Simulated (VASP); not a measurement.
A run of VASP 6.6.1 is set up as follows.

INCAR

```
  PREC = Accurate
  ENCUT = 520
  EDIFF = 1E-7
  ISMEAR = 0
  SIGMA = 0.1
  LREAL = Auto
  LASPH = T
  NELM = 100
  ALGO = Fast
  ISIF = 2
  LWAVE = F
  LCHARG = F
  GGA = PE
  ISYM = 0
  NBANDS = 66
```

Contents of KPOINTS:

```
Automatic mesh
0
Gamma
  7 6 5
```

The input POSCAR:

```
AlNi
1.0
    6.3932550000     -0.0155050000      0.0155130000
    3.1805100000     -0.0278970000     -5.5561140000
    3.1805060000      5.5561170000      0.0279010000
Al Ni
8 8
Direct
    0.0021889189      0.5312544813      0.5084362608
    0.2031926517      0.0145695945      0.5140528020
    0.5113319245      0.4459472712      0.5016515523
    0.0021893786      0.0089518138      0.0307381439
    0.2698122044      0.4977250891      0.9972102161
    0.5113325095      0.0021672944      0.9454309712
    0.7463608133      0.4935837303      0.9930693808
    0.7185061021      0.7658539161      0.2653383277
    0.7710551163      0.9884379826      0.4879210977
    0.2916103538      0.7473066048      0.2467903880
    0.4782809045      0.2291458574      0.2494981884
    0.2255974081      0.2478285584      0.7473119864
    0.4782795082      0.7500154931      0.7286299155
    0.0144342522      0.2765445651      0.2481541876
    0.7551068254      0.2559977778      0.7554811771
    0.0144341728      0.7486702498      0.7760285380
```

Potentials or basis: VASP PAW PBE potentials, release 64 (Al, Ni).

Launch:

```console
$ cat potpaw_PBE.64/Al/POTCAR potpaw_PBE.64/Ni/POTCAR > POTCAR
$ mpirun -np 1 vasp_std > vasp.out
```

**Question.** Predict the largest force.

**Answer.** 0.038 eV/Å.

**Question.** Estimate the band gap on the k mesh.

**Answer.** Zero (bands 52 and 53 overlap by 1.53 eV).

**Question.** Estimate the pressure.

**Answer.** 0.0 GPa.

Forces in eV/Å, atoms in the order of the input:
```
Al   0.003 -0.010 -0.010
Al  -0.013 -0.013  0.011
Al  -0.002 -0.010  0.004
Al   0.005  0.014  0.008
Al   0.002  0.011 -0.009
Al  -0.001 -0.003  0.010
Al  -0.001  0.012 -0.009
Al   0.013  0.002 -0.003
Ni   0.007 -0.006  0.009
Ni   0.013  0.000  0.002
Ni   0.013 -0.018 -0.004
Ni   0.010  0.004 -0.006
Ni   0.013 -0.001  0.009
Ni  -0.023 -0.011 -0.027
Ni  -0.015  0.006 -0.003
Ni  -0.023  0.024  0.019
```

Spin polarisation is off, so any magnetic state and its effect on volume and gap are missing.
